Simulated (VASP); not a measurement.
Here is a VASP 6.6.1 calculation.

Contents of INCAR:

```
PREC = Accurate
ENCUT = 520
EDIFF = 1E-7
ISMEAR = 0
SIGMA = 0.1
LREAL = False
LASPH = True
NELM = 80
ALGO = Normal
ISIF = 2
LWAVE = False
LCHARG = False
GGA = PE
NBANDS = 31
```

File KPOINTS:

```
Automatic mesh
0
Gamma
  12 12 6
```

The input POSCAR:

```
Sc3B2N
1.0
    3.2971668082      0.0000000000      0.0000000000
    0.0000000000      3.2971668082      0.0000000000
    0.0000000000      0.0000000000      7.6791272087
Sc B N
3 2 1
Direct
    0.0000000000      0.0000000000      0.6374394524
    0.0000000000      0.0000000000      0.2586597774
    0.5000000000      0.5000000000      0.9698847289
    0.0000000000      0.0000000000      0.9346403972
    0.5000000000      0.5000000000      0.4434617872
    0.5000000000      0.5000000000      0.2559138668
```

Potentials or basis: VASP PAW PBE potentials, release 64 (Sc_sv, B, N).

Run with:

```sh
$ cat potpaw_PBE.64/Sc_sv/POTCAR potpaw_PBE.64/B/POTCAR potpaw_PBE.64/N/POTCAR > POTCAR
$ mpirun -np 1 vasp_std > vasp.out
```

Q: What does it give for the band gap on the k mesh?

A: Zero (band 22 reaches 5.45 eV, above the bottom of band 23 at 4.07 eV).

Q: Estimate the largest force.

A: 0.036 eV/Å.

Q: Predict the pressure.

A: 0.3 GPa.

Forces on the atoms (eV/Å):
```
Sc   0.000  0.000 -0.011
Sc   0.000  0.000  0.001
Sc   0.000  0.000 -0.020
B    0.000  0.000  0.004
B    0.000  0.000  0.036
N    0.000  0.000 -0.010
```
